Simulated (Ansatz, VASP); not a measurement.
One calculation of Zr, two programs

File POSCAR:

```
Zr
1.0
    3.2445832200      0.0000000000      0.0000000000
   -1.6222916100      2.8098914932      0.0000000000
    0.0000000000      0.0000000000      5.1573641137
Zr
2
Direct
    0.3333333333      0.6666666667      0.2500000000
    0.6666666667      0.3333333333      0.7500000000
```

Contents of INCAR.step1:

```
SYSTEM = Zr
PREC = Accurate
ENCUT = 520
ISMEAR = 1
SIGMA = 0.01
LREAL = .FALSE.
LASPH = .TRUE.
NELM = 80
NBANDS = 19
GGA = PE
ALGO = Normal
EDIFF = 1E-4
LWAVE = .TRUE.
LCHARG = .FALSE.
```

File INCAR.step2:

```
SYSTEM = Zr
PREC = Accurate
ENCUT = 520
EDIFF = 1E-6
ISMEAR = 1
SIGMA = 0.01
LREAL = .FALSE.
LASPH = .TRUE.
NELM = 80
ALGO = Normal
ISIF = 2
LWAVE = .FALSE.
LCHARG = .TRUE.
METAGGA = R2SCAN
LMIXTAU = .TRUE.
LELF = .TRUE.
LVHAR = .TRUE.
NBANDS = 19
ISTART = 1
```

File KPOINTS:

```
regular mesh
0
G
  11 11 6
  0 0 0
```

Input for Ansatz:

```yaml
crystal:
  lattice:
    - [3.24458322, 0.0, 0.0]
    - [-1.62229161, 2.8098914932, 0.0]
    - [0.0, 0.0, 5.1573641137]
  atoms:
    - { symbol: Zr, position: [0.3333333333, 0.6666666667, 0.25] }
    - { symbol: Zr, position: [0.6666666667, 0.3333333333, 0.75] }
hamiltonian:
  xc: r2scan
  pseudopotentials:
    kind: paw
    azcp:
      Zr: "pseudopotentials/Zr.paw.azcp"
basis:
  ecutwfc: 500
  fft_grid_basis: typed
kpoints:
  mp_grid: { grid: [11, 11, 6], shift: [0, 0, 0] }
magnetization:
  spin_polarized: false
scf:
  occupations: { method: methfessel_paxton, width: 0.01 }
  lower_state_search: "off"
output:
  stress: true
```

Alike in both runs: task single point; functional r2SCAN; k mesh 11 × 11 × 6; occupations methfessel-paxton of order 1, width 0.01 eV; no spin polarisation.

|  | VASP | Ansatz |
| --- | --- | --- |
| version | VASP 6.6.1 | Ansatz 0.2.0 |
| potentials or method | VASP PAW PBE potentials, release 64 (Zr_sv), cutoff 520 eV | plane waves (500 eV) with PAW, scalar-relativistic |
| valence electrons in the cell | 24 | 24 |

Ansatz gave:

- pressure (GPa): -0.2
- traceless stress, the component that is largest in VASP (GPa): -0.18

**Question.** Which values does VASP return?

**Answer.** Pressure (GPa): -0.2; traceless stress, the component that is largest in VASP (GPa): -0.20.

VASP's potentials were made for PBE, not for r2SCAN. The functional is the same, so the differences come from potentials, cutoffs and numerics.
